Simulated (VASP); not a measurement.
A run of VASP 6.6.1 is set up as follows.

The input INCAR:

```
SYSTEM = SiC
ALGO = Normal
EDIFF = 1E-6
ENCUT = 520
GGA = PE
ISIF = 2
ISMEAR = 0
LASPH = .TRUE.
LCHARG = .FALSE.
LREAL = .FALSE.
LWAVE = .FALSE.
NBANDS = 11
NELM = 100
PREC = Accurate
SIGMA = 0.1
```

KPOINTS

```
k-points
0
G
  24 24 24
  0 0 0
```

The input POSCAR:

```
SiC
1.0
    0.0000000000      2.0284839198      2.0284839198
    2.0284839198      0.0000000000      2.0284839198
    2.0284839198      2.0284839198      0.0000000000
Si C
1 1
Direct
    0.5000000000      0.5000000000      0.5000000000
    0.0000000000      0.0000000000      0.0000000000
```

Potentials or basis: VASP PAW PBE potentials, release 64 (Si, C).

The run is started by

```console
$ cat potpaw_PBE.64/Si/POTCAR potpaw_PBE.64/C/POTCAR > POTCAR
$ mpirun -np 1 vasp_std > vasp.out
```

Q: What does it give for the pressure?

A: 0.2 GPa.

Q: What does it give for the band gap on the k mesh?

A: Zero (band 4 reaches 12.38 eV, above the bottom of band 5 at 11.33 eV).
